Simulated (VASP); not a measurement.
# Ga2O3 (C2/m) in VASP: a series of runs

Ga2O3 is run at these levels: revPBE+D3(BJ), revPBE, PBEsol, PBE+D4; tasks: single point.

Program: VASP 6.6.1. These are calculated values, not measurements. Logs are shortened: lines on timing, memory, paths and dates and some standing lists are left out, and cuts for length are marked.

## (1) The cell of the first run

Symmetry: C2/m, No. 12, monoclinic system. The conventional cell has a = 11.965 Å, b = 2.975 Å, c = 5.680 Å, α = 90.00°, β = 103.83°, γ = 90.00°. Ga (site symmetry m) has 6 O at 1.90 to 2.03 Å within 2.5 Å. Within 2.4 Å of Ga (site symmetry m) lie 4 O at 1.80 to 1.83 Å. O (site symmetry m) has 3 Ga at 1.80 to 1.90 Å within 2.4 Å. O (site symmetry m) has 4 Ga at 1.83 to 2.03 Å within 2.4 Å. O (site symmetry m) has 3 Ga at 1.80 to 1.90 Å within 2.4 Å.

## (2) Single point, revPBE+D3(BJ)

File INCAR:

```
SYSTEM = Ga2O3
PREC = Accurate
ENCUT = 520
EDIFF = 1E-7
ISMEAR = -1
SIGMA = 0.05
LREAL = .False.
LASPH = .True.
NELM = 80
ALGO = Normal
ISIF = 2
LWAVE = .False.
LCHARG = .True.
GGA = RE
IVDW = 12
LELF = .True.
LVHAR = .True.
NBANDS = 55
```

File KPOINTS:

```
regular mesh
0
Gamma
  9 9 5
  0 0 0
```

File POSCAR:

```
Ga2O3
1.0
    5.9823323659     -1.4875504854      0.0000000000
    5.9823323659      1.4875504854      0.0000000000
   -1.3576954693      0.0000000000      5.5150783517
Ga O
4 6
Direct
    0.3413400000      0.3413400000      0.6859800000
    0.6586600000      0.6586600000      0.3140200000
    0.9095000000      0.9095000000      0.2054000000
    0.0905000000      0.0905000000      0.7946000000
    0.5041000000      0.5041000000      0.7434000000
    0.4959000000      0.4959000000      0.2566000000
    0.8267000000      0.8267000000      0.4368000000
    0.1733000000      0.1733000000      0.5632000000
    0.8355000000      0.8355000000      0.8902000000
    0.1645000000      0.1645000000      0.1098000000
```

Potentials or basis: VASP PAW PBE potentials, release 64 (Ga_d, O).

Command:

```
$ cat potpaw_PBE.64/Ga_d/POTCAR potpaw_PBE.64/O/POTCAR > POTCAR
$ mpirun -np 1 vasp_std > vasp.out
```

OUTCAR:

```text
SYSTEM = Ga2O3
   PREC = Accurate
   ENCUT = 520
   EDIFF = 1E-7
   ISMEAR = -1
   LREAL = .False.
   LASPH = .True.
   NELM = 80
   ISIF = 2
   GGA = RE
   IVDW = 12
 IVDW          = 12

 ion  position               nearest neighbor table
   1  0.341  0.341  0.686-   5 1.90   9 1.90   9 1.90   8 1.96   7 2.03   7 2.03
   2  0.659  0.659  0.314-   6 1.90  10 1.90  10 1.90   7 1.96   8 2.03   8 2.03
   3  0.910  0.910  0.205-   6 1.80   6 1.80   9 1.80   7 1.83
   4  0.090  0.090  0.795-   5 1.80   5 1.80  10 1.80   8 1.83
   5  0.504  0.504  0.743-   4 1.80   4 1.80   1 1.90
   6  0.496  0.496  0.257-   3 1.80   3 1.80   2 1.90
   7  0.827  0.827  0.437-   3 1.83   2 1.96   1 2.03   1 2.03
   8  0.173  0.173  0.563-   4 1.83   1 1.96   2 2.03   2 2.03
   9  0.836  0.836  0.890-   3 1.80   1 1.90   1 1.90
  10  0.164  0.164  0.110-   4 1.80   2 1.90   2 1.90

  LATTYP: Found a base centered monoclinic cell.
 ALAT       =    11.9646647318
 B/A-ratio  =     0.2486572785
 C/A-ratio  =     0.4747093499
 COS(beta)  =    -0.2390419096

  Lattice vectors:

 A1 = (   5.9823323659,  -1.4875504854,   0.0000000000)
 A2 = (   5.9823323659,   1.4875504854,   0.0000000000)
 A3 = (  -1.3576954693,   0.0000000000,   5.5150783517)

Analysis of symmetry for initial positions (statically):
=====================================================================
 Subroutine PRICEL returns:
 Original cell was already a primitive cell.

 Routine SETGRP: Setting up the symmetry group for a
 base centered monoclinic supercell.

 Subroutine GETGRP returns: Found  4 space group operations
 (whereof  4 operations were pure point group operations)
 out of a pool of  4 trial point group operations.

The static configuration has the point symmetry C_2h.

Analysis of symmetry for dynamics (positions and initial velocities):
=====================================================================
 Subroutine PRICEL returns:
 Original cell was already a primitive cell.

 Routine SETGRP: Setting up the symmetry group for a
 base centered monoclinic supercell.

 Subroutine GETGRP returns: Found  4 space group operations
 (whereof  4 operations were pure point group operations)
 out of a pool of  4 trial point group operations.

The dynamic configuration has the point symmetry C_2h.

 Subroutine INISYM returns: Found  4 space group operations
 (whereof  4 operations are pure point group operations),
 and found     1 'primitive' translations

----------------------------------------------------------------------------------------

                                     Primitive cell

  volume of cell :      98.1576

  direct lattice vectors                    reciprocal lattice vectors
     5.982332366 -1.487550485  0.000000000     0.083579442 -0.336123046  0.020575488
     5.982332366  1.487550485  0.000000000     0.083579442  0.336123046  0.020575488
    -1.357695469  0.000000000  5.515078352     0.000000000  0.000000000  0.181321087

  length of vectors
     6.164503790  6.164503790  5.679738217     0.346969128  0.346969128  0.181321087

  position of ions in fractional coordinates (direct lattice)
     0.341340000  0.341340000  0.685980000
     0.658660000  0.658660000  0.314020000
     0.909500000  0.909500000  0.205400000
     0.090500000  0.090500000  0.794600000
     0.504100000  0.504100000  0.743400000
     0.495900000  0.495900000  0.256600000
     0.826700000  0.826700000  0.436800000
     0.173300000  0.173300000  0.563200000
     0.835500000  0.835500000  0.890200000
     0.164500000  0.164500000  0.109800000

  ion indices of the primitive-cell ions
   primitive index   ion index
                 1           1
                 2           2
                 3           3
                 4           4
                 5           5
                 6           6
                 7           7
                 8           8
                 9           9
                10          10

----------------------------------------------------------------------------------------

 KPOINTS: regular mesh

[... 46 lines left out ...]
   IVDW    =    12    specifies the selected vdW correction
   LEPSILON=     F    determine dielectric tensor
   LRPA    =     F    only Hartree local field effects (RPA)
 non-spin polarized calculation
  energy-cutoff  :      520.00
  volume of cell :       98.16
 maximum number of plane-waves:      2667
 NGX is ok and might be reduce to    48
   NGX = 23   NGY = 23   NGZ = 21

 number of electron      88.0000009 magnetization

 Free energy of the ion-electron system (eV)
  ---------------------------------------------------
  ext. energy  EPLUGINS =         0.00000000
  ---------------------------------------------------
  free energy    TOTEN  =       -55.11197314 eV

  energy without entropy =      -55.11197314  energy(sigma->0) =      -55.11197314

 E-fermi :   5.7437     XC(G=0): -11.8008

 val. band max:        4.6193974061   @ k =  -0.4444   0.4444   0.4000
 cond. band min:       7.7063991816   @ k =   0.0000   0.0000   0.0000
 fundamental gap:      3.0870017756
 Fermi energy:         5.7437362249

 k-point     1 :       0.0000    0.0000    0.0000
  band No.  band energies     occupation
      1     -14.8292      2.00000
      2     -13.5303      2.00000
      3     -13.4968      2.00000
      4     -13.3638      2.00000
      5     -12.8431      2.00000
      6     -12.8317      2.00000
[... 47 lines left out ...]
     54      17.6634      0.00000
     55      17.9957      0.00000

 k-point     2 :       0.1111    0.0000    0.0000
  band No.  band energies     occupation
      1     -14.7230      2.00000
      2     -13.5059      2.00000
      3     -13.4835      2.00000
      4     -13.2864      2.00000
      5     -12.8451      2.00000
      6     -12.8312      2.00000
[... 47 lines left out ...]
     54      16.9090      0.00000
     55      17.0542      0.00000
[... 1216 lines left out ...]
     54      16.5316      0.00000
     55      16.7788      0.00000

 k-point    24 :       0.4444    0.4444   -0.0000
  band No.  band energies     occupation
      1     -14.4699      2.00000
      2     -14.2225      2.00000
      3     -13.5072      2.00000
      4     -13.0480      2.00000
      5     -12.8574      2.00000
      6     -12.8358      2.00000
[... 47 lines left out ...]
     54      17.4691      0.00000
     55      17.7774      0.00000

 [... further k-points ...]

------------------------ aborting loop because EDIFF is reached ----------------------------------------

 Edisp (eV)   -4.17621

 E8    (eV) :    -2.7644

  FORCE on cell =-STRESS in cart. coord.  units (eV):
  Direction    XX          YY          ZZ          XY          YZ          ZX
  --------------------------------------------------------------------------------------
  -------------------------------------------------------------------------------------
  Total      13.02712    14.94683    13.35514     0.00000     0.00000     0.26887
  in kB     212.63519   243.96955   217.98922     0.00000     0.00000     4.38868
  external pressure =      224.86 kB  Pullay stress =        0.00 kB

 VOLUME and BASIS-vectors are now :
 -----------------------------------------------------------------------------
  energy-cutoff  :      520.00
  volume of cell :       98.16
      direct lattice vectors                 reciprocal lattice vectors
     5.982332366 -1.487550485  0.000000000     0.083579442 -0.336123046  0.020575488
     5.982332366  1.487550485  0.000000000     0.083579442  0.336123046  0.020575488
    -1.357695469  0.000000000  5.515078352     0.000000000  0.000000000  0.181321087

 POSITION                                       TOTAL-FORCE (eV/Angst)
 -----------------------------------------------------------------------------------
      3.15267      0.00000      3.78323         0.047175      0.000000     -0.174727
      7.45430      0.00000      1.73184        -0.047175      0.000000      0.174727
     10.60299      0.00000      1.13280        -0.313501      0.000000     -0.052737
      0.00398      0.00000      4.38228         0.313501      0.000000      0.052737
      5.02208      0.00000      4.09991        -0.465542      0.000000     -0.190261
      5.58489      0.00000      1.41517         0.465542      0.000000      0.190261
      9.29815      0.00000      2.40899         0.132546      0.000000      0.117325
      1.30882      0.00000      3.10609        -0.132546      0.000000     -0.117325
      8.78786      0.00000      4.90952        -0.656352      0.000000      0.142750
      1.81911      0.00000      0.60556         0.656352      0.000000     -0.142750
 -----------------------------------------------------------------------------------
    total drift:                                0.000000      0.000000      0.000000

  FREE ENERGIE OF THE ION-ELECTRON SYSTEM (eV)
  ---------------------------------------------------
  free  energy   TOTEN  =       -59.2881848331 eV

  energy  without entropy=      -59.2881848330  energy(sigma->0) =      -59.28818483
```

It took 21 min on 1 thread of Intel Xeon Platinum 8259CL at 2.50GHz (Skylake/Cascade Lake), shared host; peak memory 0.61 GiB.

What came out:

```
Free energy                : -59.2882 eV
Pressure                   : 22.5 GPa
Largest force              : 0.672 eV/Å
Band gap on the k mesh     : 3.09 eV
Dispersion energy per atom : -0.418 eV
```

Forces in eV/Å, atoms in the order of the input:
```
Ga   0.047  0.000 -0.175
Ga  -0.047  0.000  0.175
Ga  -0.314  0.000 -0.053
Ga   0.314  0.000  0.053
O   -0.466  0.000 -0.190
O    0.466  0.000  0.190
O    0.133  0.000  0.117
O   -0.133  0.000 -0.117
O   -0.656  0.000  0.143
O    0.656  0.000 -0.143
```

Stress tensor (GPa, compression positive):
```
21.26  0.00  0.44
 0.00 24.40  0.00
 0.44  0.00 21.80
```

Caveat: the cell stands under pressure; the PAW data sets were made with another functional, which shifts forces and pressure a little. Expect the measured gap to be larger: semilocal functionals such as revPBE lack the derivative discontinuity.

## (3) Single point, revPBE

This run uses another cell than the first one, of 10.44 Å³/atom.

File INCAR:

```
SYSTEM = Ga2O3
PREC = Accurate
ENCUT = 520
EDIFF = 1E-6
ISMEAR = -1
SIGMA = 0.05
LREAL = .False.
LASPH = .True.
NELM = 100
ALGO = Normal
ISIF = 2
LWAVE = .False.
LCHARG = .False.
GGA = RE
NBANDS = 55
```

KPOINTS is that of step 2.

Edit POSCAR of step 2 so:

```diff
@@ -2,5 +2,5 @@
 1.0
-    5.9823323659     -1.4875504854      0.0000000000
-    5.9823323659      1.4875504854      0.0000000000
-   -1.3576954693      0.0000000000      5.5150783517
+    6.1070000000     -1.5185500000      0.0000000000
+    6.1070000000      1.5185500000      0.0000000000
+   -1.3859888959      0.0000000000      5.6300087380
 Ga O
```

Potentials or basis: VASP PAW PBE potentials, release 64 (Ga_d, O).

Command:

```
$ cat potpaw_PBE.64/Ga_d/POTCAR potpaw_PBE.64/O/POTCAR > POTCAR
$ mpirun -np 1 vasp_std > vasp.out
```

Run time: 29 min. Hardware: 1 thread of Intel Xeon 8259CL, shared host; peak memory 0.65 GiB.

Results (log left out):

* Free energy: -55.9494 eV
* Pressure: 13.5 GPa
* Largest force: 0.303 eV/Å
* Band gap on the k mesh: 2.50 eV (least direct gap 2.52 eV)

Forces in eV/Å, atoms in the order of the input:
```
Ga   0.036  0.000 -0.054
Ga  -0.036  0.000  0.054
Ga  -0.115  0.000 -0.076
Ga   0.115  0.000  0.076
O   -0.165  0.000 -0.063
O    0.165  0.000  0.063
O    0.063  0.000  0.030
O   -0.063  0.000 -0.030
O   -0.275  0.000  0.127
O    0.275  0.000 -0.127
```

Stress tensor (GPa, compression positive):
```
13.23  0.00  0.19
 0.00 14.36  0.00
 0.19  0.00 13.01
```

Levels at points of the mesh, in eV from the valence-band top:
```
           k point  band 40  band 41  band 42  band 43  band 44  band 45  band 46  band 47  band 48  band 49
(0.00, 0.00, 0.00)    -0.67    -0.66    -0.47    -0.28    -0.02     2.50     5.81     6.86     6.87     7.91
```

Caveat: the cell stands under pressure; the PAW data sets were made with another functional, which shifts forces and pressure a little. A k mesh can miss the band edges.

## (4) Single point, PBEsol

This run uses another cell than the first one, of 10.23 Å³/atom.

File INCAR:

```
SYSTEM = Ga2O3
ALGO = Normal
EDIFF = 1E-6
ENCUT = 520
GGA = PS
ISIF = 2
ISMEAR = -1
LASPH = .TRUE.
LCHARG = .FALSE.
LREAL = .FALSE.
LWAVE = .FALSE.
NBANDS = 55
NELM = 80
PREC = Accurate
SIGMA = 0.05
```

File KPOINTS:

```
k-points
0
G
  9 9 5
  0 0 0
```

Edit POSCAR of step 3 so:

```diff
@@ -2,5 +2,5 @@
 1.0
-    6.1070000000     -1.5185500000      0.0000000000
-    6.1070000000      1.5185500000      0.0000000000
-   -1.3859888959      0.0000000000      5.6300087380
+    6.0660121878     -1.5083580822      0.0000000000
+    6.0660121878      1.5083580822      0.0000000000
+   -1.3766866767      0.0000000000      5.5922223059
 Ga O
```

Command:

```
$ cat potpaw_PBE.64/Ga_d/POTCAR potpaw_PBE.64/O/POTCAR > POTCAR
$ mpirun -np 1 vasp_std > vasp.out
```

Wall time 13 min (1 thread of Intel Xeon Platinum 8488C (Sapphire Rapids), shared host); peak memory 0.63 GiB.

The run converged. Its results:

```
Free energy            : -63.8121 eV
Pressure               : 7.2 GPa
Largest force          : 0.217 eV/Å
Band gap on the k mesh : 2.53 eV (least direct gap 2.54 eV)
```

Forces on the atoms (eV/Å):
```
Ga   0.033  0.000 -0.081
Ga  -0.033  0.000  0.081
Ga  -0.116  0.000 -0.058
Ga   0.116  0.000  0.058
O   -0.203  0.000 -0.065
O    0.203  0.000  0.065
O    0.011  0.000  0.076
O   -0.011  0.000 -0.076
O   -0.207  0.000  0.065
O    0.207  0.000 -0.065
```

Stress tensor (GPa, compression positive):
```
6.94 0.00 0.14
0.00 8.04 0.00
0.14 0.00 6.71
```

Levels at points of the mesh, in eV from the valence-band top:
| k point | band 41 | band 42 | band 43 | band 44 | band 45 | band 46 | band 47 | band 48 |
| --- | --- | --- | --- | --- | --- | --- | --- | --- |
| (0.00, 0.00, 0.00) | -0.66 | -0.48 | -0.29 | -0.01 | 2.53 | 5.80 | 6.74 | 6.92 |

Caveat: the cell stands under pressure; the PAW data sets were made with another functional, which shifts forces and pressure a little. A k mesh can miss the band edges.

## (5) Single point, PBE+D4

This run uses another cell than the first one, of 11.07 Å³/atom.

File INCAR:

```
ALGO = Normal
EDIFF = 1E-6
ENCUT = 520
GGA = PE
ISIF = 2
ISMEAR = -1
IVDW = 13
LASPH = True
LCHARG = True
LELF = True
LREAL = False
LVHAR = True
LWAVE = False
NBANDS = 55
NELM = 100
PREC = Accurate
SIGMA = 0.05
```

File KPOINTS:

```
k-points
0
Gamma
  9 9 5
```

Edit POSCAR of step 4 so:

```diff
@@ -2,5 +2,5 @@
 1.0
-    6.0660121878     -1.5083580822      0.0000000000
-    6.0660121878      1.5083580822      0.0000000000
-   -1.3766866767      0.0000000000      5.5922223059
+    6.2267755065     -1.5483330515      0.0000000000
+    6.2267755065      1.5483330515      0.0000000000
+   -1.4131720500      0.0000000000      5.7404290996
 Ga O
```

Command:

```
$ cat potpaw_PBE.64/Ga_d/POTCAR potpaw_PBE.64/O/POTCAR > POTCAR
$ mpirun -np 1 vasp_std > vasp.out
```

It took 11 min on 1 thread of Intel Xeon 6975P-C (Granite Rapids), shared host; peak memory 0.66 GiB.

It converged, with:

```
Free energy                : -62.6529 eV
Pressure                   : -5.5 GPa
Largest force              : 0.126 eV/Å
Band gap on the k mesh     : 1.90 eV (least direct gap 1.93 eV)
Dispersion energy per atom : -0.298 eV
```

Forces on the atoms (eV/Å):
```
Ga   0.024  0.000  0.068
Ga  -0.024  0.000 -0.068
Ga   0.047  0.000 -0.087
Ga  -0.047  0.000  0.087
O    0.089  0.000  0.046
O   -0.089  0.000 -0.046
O   -0.008  0.000 -0.045
O    0.008  0.000  0.045
O    0.075  0.000  0.101
O   -0.075  0.000 -0.101
```

Stress tensor (GPa, compression positive):
```
-5.08  0.00 -0.01
 0.00 -5.61  0.00
-0.01  0.00 -5.81
```

Levels at points of the mesh, in eV from the valence-band top:
| k point | band 40 | band 41 | band 42 | band 43 | band 44 | band 45 | band 46 | band 47 | band 48 | band 49 |
| --- | --- | --- | --- | --- | --- | --- | --- | --- | --- | --- |
| (0.00, 0.00, 0.00) | -0.70 | -0.67 | -0.46 | -0.28 | -0.03 | 1.90 | 5.25 | 6.18 | 6.40 | 7.47 |

Caveat: the cell stands under tension.

## (6) Single point, revPBE

This run uses another cell than the first one, of 10.02 Å³/atom.

File INCAR:

```
SYSTEM = Ga2O3
ALGO = Normal
EDIFF = 1E-7
ENCUT = 520
GGA = RE
ISIF = 2
ISMEAR = -1
LASPH = .True.
LCHARG = .False.
LREAL = .False.
LWAVE = .False.
NBANDS = 55
NELM = 60
PREC = Accurate
SIGMA = 0.05
```

File KPOINTS:

```
k-points
0
Gamma
  9 9 5
  0 0 0
```

Edit POSCAR of step 5 so:

```diff
@@ -2,5 +2,5 @@
 1.0
-    6.2267755065     -1.5483330515      0.0000000000
-    6.2267755065      1.5483330515      0.0000000000
-   -1.4131720500      0.0000000000      5.7404290996
+    6.0244628552     -1.4980265382      0.0000000000
+    6.0244628552      1.4980265382      0.0000000000
+   -1.3672570200      0.0000000000      5.5539182113
 Ga O
```

Potentials or basis: VASP PAW PBE potentials, release 64 (Ga_d, O).

Command:

```
$ cat potpaw_PBE.64/Ga_d/POTCAR potpaw_PBE.64/O/POTCAR > POTCAR
$ mpirun -np 1 vasp_std > vasp.out
```

Run time: 37 min. Hardware: 1 thread of Intel Xeon Platinum 8259CL at 2.50GHz (Skylake/Cascade Lake), shared host; peak memory 0.62 GiB.

The run converged. Its results:

* Free energy: -55.4617 eV
* Pressure: 23.7 GPa
* Largest force: 0.532 eV/Å
* Band gap on the k mesh: 2.89 eV (least direct gap 2.90 eV)

Forces in eV/Å, atoms in the order of the input:
```
Ga   0.045  0.000 -0.137
Ga  -0.045  0.000  0.137
Ga  -0.238  0.000 -0.060
Ga   0.238  0.000  0.060
O   -0.357  0.000 -0.142
O    0.357  0.000  0.142
O    0.104  0.000  0.091
O   -0.104  0.000 -0.091
O   -0.515  0.000  0.133
O    0.515  0.000 -0.133
```

Stress tensor (GPa, compression positive):
```
22.78  0.00  0.35
 0.00 25.26  0.00
 0.35  0.00 23.02
```

Levels at points of the mesh, in eV from the valence-band top:
```csv
k point,band 40,band 41,band 42,band 43,band 44,band 45,band 46,band 47,band 48,band 49
"(0.00, 0.00, 0.00)",-0.65,-0.64,-0.48,-0.27,-0.01,2.89,6.15,7.10,7.30,8.17
```

Caveat: the cell stands under pressure; the PAW data sets were made with another functional, which shifts forces and pressure a little. A k mesh can miss the band edges.

## (7) Summary

| level | cell | gap on the mesh (eV) | pressure (GPa) | largest force (eV/Å) |
| --- | --- | --- | --- | --- |
| revPBE+D3(BJ) | a = 6.165, b = 6.165, c = 5.680 Å, angles 103.4, 103.4, 27.9°, 10 atoms | 3.09 | 22.5 | 0.67 |
| revPBE | a = 6.293, b = 6.293, c = 5.798 Å, angles 103.4, 103.4, 27.9°, 10 atoms | 2.50 | 13.5 | 0.30 |
| PBEsol | a = 6.251, b = 6.251, c = 5.759 Å, angles 103.4, 103.4, 27.9°, 10 atoms | 2.53 | 7.2 | 0.22 |
| PBE+D4 | a = 6.416, b = 6.416, c = 5.912 Å, angles 103.4, 103.4, 27.9°, 10 atoms | 1.90 | -5.5 | 0.13 |
| revPBE | a = 6.208, b = 6.208, c = 5.720 Å, angles 103.4, 103.4, 27.9°, 10 atoms | 2.89 | 23.7 | 0.53 |

Alike in all rows: task single point; potentials or basis VASP PAW PBE potentials, release 64 (Ga_d, O); no spin polarisation; k mesh 9 × 9 × 5; cutoff (eV) 520; smearing fermi-dirac 0.05 eV.

Caveats: the cell stands under pressure (at least some runs); the PAW data sets were made with another functional, which shifts forces and pressure a little (at least some runs); the cell stands under tension (at least some runs).

Total energies depend on the potentials used, so only differences within one code and one set of settings carry meaning.
